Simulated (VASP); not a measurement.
Write the native input for VASP 6.6.1 that does the following.

```
Task                   : single point
Functional             : PBE
Potentials or basis    : VASP PAW PBE potentials, release 64 (K_sv, Ta_pv, O)
Cutoff                 : 520 eV
k mesh                 : 8 × 8 × 8
Occupations            : gaussian, width 0.02 eV
Spin                   : no spin polarisation
Dipole correction      : no
Further INCAR settings : ALGO = Normal; EDIFF = 1e-06; NBANDS = 27
```

The structure of KTaO3 lies in POSCAR:

```
KTaO3
1.0
    3.9422652888      0.0000000000      0.0000000000
    0.0000000000      3.9422652888      0.0000000000
    0.0000000000      0.0000000000      3.9422652888
K Ta O
1 1 3
Direct
    0.0000000000      0.0000000000      0.0000000000
    0.5000000000      0.5000000000      0.5000000000
    0.5000000000      0.0000000000      0.5000000000
    0.5000000000      0.5000000000      0.0000000000
    0.0000000000      0.5000000000      0.5000000000
```

The input as run:

INCAR

```
  PREC = Accurate
  ENCUT = 520
  EDIFF = 1E-6
  ISMEAR = 0
  SIGMA = 0.02
  LREAL = False
  LASPH = True
  NELM = 60
  ALGO = Normal
  ISIF = 2
  LWAVE = False
  LCHARG = False
  GGA = PE
  NBANDS = 27
```

KPOINTS

```
regular mesh
0
Gamma
  8 8 8
```

Potentials or basis: VASP PAW PBE potentials, release 64 (K_sv, Ta_pv, O).

Launch:

```sh
$ cat potpaw_PBE.64/K_sv/POTCAR potpaw_PBE.64/Ta_pv/POTCAR potpaw_PBE.64/O/POTCAR > POTCAR
$ mpirun -np 1 vasp_std > vasp.out
```

Results of the run:

```
Pressure               : 14.2 GPa
Band gap on the k mesh : 2.25 eV (least direct gap 2.85 eV)
```

Caveat: the cell stands under pressure; spin-orbit coupling is left out, which moves the levels of the heavy elements.

It took 68 s on 1 thread of Intel Xeon 8259CL, with other jobs on the host, peak memory 0.2 GiB.
